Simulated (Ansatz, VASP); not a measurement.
# Ir in VASP and in Ansatz

POSCAR

```
Ir
1.0
    0.0000000000      1.9221589938      1.9221589938
    1.9221589938      0.0000000000      1.9221589938
    1.9221589938      1.9221589938      0.0000000000
Ir
1
Direct
    0.0000000000      0.0000000000      0.0000000000
```

INCAR.step1

```
SYSTEM = Ir
  ALGO = Normal
  EDIFF = 1E-4
  ENCUT = 520
  GGA = PE
  ISMEAR = 0
  LASPH = .TRUE.
  LCHARG = .FALSE.
  LREAL = .FALSE.
  LWAVE = .TRUE.
  NBANDS = 10
  NELM = 60
  PREC = Accurate
  SIGMA = 0.05
```

The input INCAR.step2:

```
SYSTEM = Ir
  ALGO = Normal
  EDIFF = 1E-6
  ENCUT = 520
  ISIF = 2
  ISMEAR = 0
  ISTART = 1
  LASPH = .TRUE.
  LCHARG = .FALSE.
  LMIXTAU = .TRUE.
  LREAL = .FALSE.
  LWAVE = .FALSE.
  METAGGA = R2SCAN
  NBANDS = 10
  NELM = 60
  PREC = Accurate
  SIGMA = 0.05
```

The input KPOINTS:

```
k-points
0
G
  18 18 18
  0 0 0
```

Input for Ansatz:

```yaml
crystal:
  lattice:
    - [0.0, 1.9221589948, 1.9221589948]
    - [1.9221589948, 0.0, 1.9221589948]
    - [1.9221589948, 1.9221589948, 0.0]
  atoms:
    - { symbol: Ir, position: [0.0, 0.0, 0.0] }
basis:
  ecutwfc: 500
  ecutrho_ratio: 4
kpoints:
  mp_grid: { grid: [18, 18, 18] }
  band_path:
    path:
      - [[0.0, 0.0, 0.0], [0.5, 0.0, 0.5], [0.625, 0.25, 0.625]]
      - [[0.375, 0.375, 0.75], [0.0, 0.0, 0.0], [0.5, 0.5, 0.5], [0.5, 0.25, 0.75], [0.5, 0.0, 0.5]]
    npoints: 14
hamiltonian:
  xc: r2scan
scf:
  occupations: { method: gaussian, width: 0.05 }
output:
  forces: true
  stress: true
  eigenvalues: true
  populations: true
  dos: { projected: true, de: 0.02, nscf_kmesh: { grid: [27, 27, 27] } }
  bader: true
```

Alike in both runs: task single point; functional r2SCAN; k mesh 18 × 18 × 18; occupations gaussian, width 0.05 eV; no spin polarisation.

```csv
,VASP,Ansatz
version,VASP 6.6.1,Ansatz 0.2.0
potentials or method,"VASP PAW PBE potentials, release 64 (Ir), cutoff 520 eV","scalar-relativistic, plane waves, PAW"
valence electrons in the cell,9,17
```

Ansatz gave:

| Quantity | Value |
| --- | --- |
| pressure (GPa) | -0.1 |

Q: What did VASP give for the same quantities?

A: Pressure (GPa): 2.4.

VASP's potentials were made for PBE, not for r2SCAN. VASP's potentials hold 9 valence electrons a cell and Ansatz's 17, so a difference there can come from the potentials and not from the codes.

Spin-orbit coupling is off throughout.
